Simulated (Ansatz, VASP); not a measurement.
YF4 in VASP and in Ansatz

INCAR

```
PREC = Accurate
ENCUT = 600
EDIFF = 1E-6
ISMEAR = 0
SIGMA = 0.1
LREAL = F
LASPH = T
NELM = 120
ALGO = Normal
ISIF = 2
LWAVE = F
LCHARG = T
GGA = PE
LELF = T
LVHAR = T
NBANDS = 28
GGA_COMPAT = F
```

Contents of KPOINTS:

```
regular mesh
0
Gamma
  6 6 6
```

The input POSCAR:

```
YF4
1.0
   -1.9850188200      1.9850188200      3.8867155900
    1.9850188200     -1.9850188200      3.8867155900
    1.9850188200      1.9850188200     -3.8867155900
Y F
1 4
Direct
    0.0000000000      0.0000000000      0.0000000000
    0.2370000000      0.2370000000      0.0000000000
    0.7630000000      0.7630000000      0.0000000000
    0.5000000000      0.0000000000      0.5000000000
    0.0000000000      0.5000000000      0.5000000000
```

Input for Ansatz:

```yaml
crystal:
  lattice:
    - [-1.98501882, 1.98501882, 3.88671559]
    - [1.98501882, -1.98501882, 3.88671559]
    - [1.98501882, 1.98501882, -3.88671559]
  atoms:
    - { symbol: "Y", position: [0.0, 0.0, 0.0] }
    - { symbol: F, position: [0.237, 0.237, 0.0] }
    - { symbol: F, position: [0.763, 0.763, 0.0] }
    - { symbol: F, position: [0.5, 0.0, 0.5] }
    - { symbol: F, position: [0.0, 0.5, 0.5] }
basis:
  ecutwfc: 420
kpoints:
  mp_grid: { grid: [6, 6, 6] }
hamiltonian:
  xc: pbe
scf:
  occupations: { method: gaussian, width: 0.1 }
  lower_state_search: "off"
output:
  forces: true
  stress: true
  eigenvalues: true
```

Change from the starting cell: species swapped into the SnF4 type (I4/mmm, No. 139).

Alike in both runs: task single point; functional PBE; k mesh 6 × 6 × 6; occupations gaussian, width 0.1 eV; no spin polarisation.

```csv
,VASP,Ansatz
version,VASP 6.6.1,Ansatz 0.2.0
potentials or method,"VASP PAW PBE potentials, release 64 (Y_sv, F), cutoff 600 eV","scalar-relativistic, plane waves, PAW"
valence electrons in the cell,39,39
```

VASP gave:

| Item | Value |
| --- | --- |
| gap on the k mesh at the Fermi level (eV) | none |
| rms of the force components (eV/Å) | 2.101 |

**Question.** Estimate Ansatz's values.

**Answer.** gap on the k mesh at the Fermi level (eV): none; rms of the force components (eV/Å): 2.061.

Atom by atom the forces differ by 0.041 eV/Å (rms over components). A gap of «none» marks a metal or a gap that the smearing closes.

The k mesh is coarse, so the values compare programs but aren't converged.
